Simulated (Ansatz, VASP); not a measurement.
**Two plane-wave programs on GaSbTeSe2**

File INCAR:

```
  PREC = Accurate
  ENCUT = 600
  EDIFF = 1E-6
  ISMEAR = 0
  SIGMA = 0.1
  LREAL = F
  LASPH = T
  NELM = 100
  ALGO = Normal
  ISIF = 3
  LWAVE = F
  LCHARG = F
  GGA = PE
  IBRION = 2
  NSW = 90
  EDIFFG = -0.04
```

KPOINTS

```
Automatic mesh
0
Gamma
  6 6 2
```

POSCAR

```
GaSbTeSe2
1.0
    4.2975268900      0.0000000000      0.0000000000
   -2.1487634500      3.7217674600      0.0000000000
    0.0000000000      0.0000000000      8.8473135700
Ga Sb Te Se
1 1 1 2
Direct
    0.6666666700      0.3333333300      0.5000000000
    0.6666666700      0.3333333300      0.0000000000
    0.3333333300      0.6666666700      0.0000000000
    0.6666666700      0.3333333300      0.7000811600
    0.6666666700      0.3333333300      0.2999188400
```

Input for Ansatz:

```yaml
crystal:
  lattice:
    - [4.29752689, 0.0, 0.0]
    - [-2.14876345, 3.72176746, 0.0]
    - [0.0, 0.0, 8.84731357]
  atoms:
    - { symbol: Ga, position: [0.66666667, 0.33333333, 0.5] }
    - { symbol: Sb, position: [0.66666667, 0.33333333, 0.0] }
    - { symbol: Te, position: [0.33333333, 0.66666667, 0.0] }
    - { symbol: Se, position: [0.66666667, 0.33333333, 0.70008116] }
    - { symbol: Se, position: [0.66666667, 0.33333333, 0.29991884] }
basis:
  ecutwfc: 420
kpoints:
  mp_grid: { grid: [6, 6, 2] }
hamiltonian:
  xc: pbe
scf:
  occupations: { method: gaussian, width: 0.1 }
  lower_state_search: "off"
output:
  forces: true
  stress: true
  eigenvalues: true
relax:
  adjacent_minimum: "off"
  f_tol: 0.04
  max_steps: 70
  cell: { stress_tol: 0.4 }
```

Alike in both runs: task relaxation of cell and atoms; functional PBE; k mesh 6 × 6 × 2; occupations gaussian, width 0.1 eV; no spin polarisation.

```csv
,VASP,Ansatz
version,VASP 6.6.1,Ansatz 0.2.0
potentials or method,"VASP PAW PBE potentials, release 64 (Ga_d, Sb, Te, Se), cutoff 600 eV","scalar-relativistic, plane waves, PAW"
valence electrons in the cell,36,76
```

VASP gave:

```
gap on the k mesh at the Fermi level, each at its own relaxed structure (eV) : none
relaxed volume (Å³/atom)                                                     : 47.04
relaxed cell length with the largest relative difference (Å)                 : 5.157
```

Question: What did Ansatz give for the same quantities?

Answer: gap on the k mesh at the Fermi level, each at its own relaxed structure (eV): none; relaxed volume (Å³/atom): 47.68; relaxed cell length with the largest relative difference (Å): 5.191.

A gap of «none» marks a metal or a gap that the smearing closes. VASP's potentials hold 36 valence electrons a cell and Ansatz's 76, so a difference there can come from the potentials and not from the codes.

Spin-orbit coupling is off throughout. Noted on VASP's run: the volume moved by over 15 % at a fixed basis, so the end points are rough.
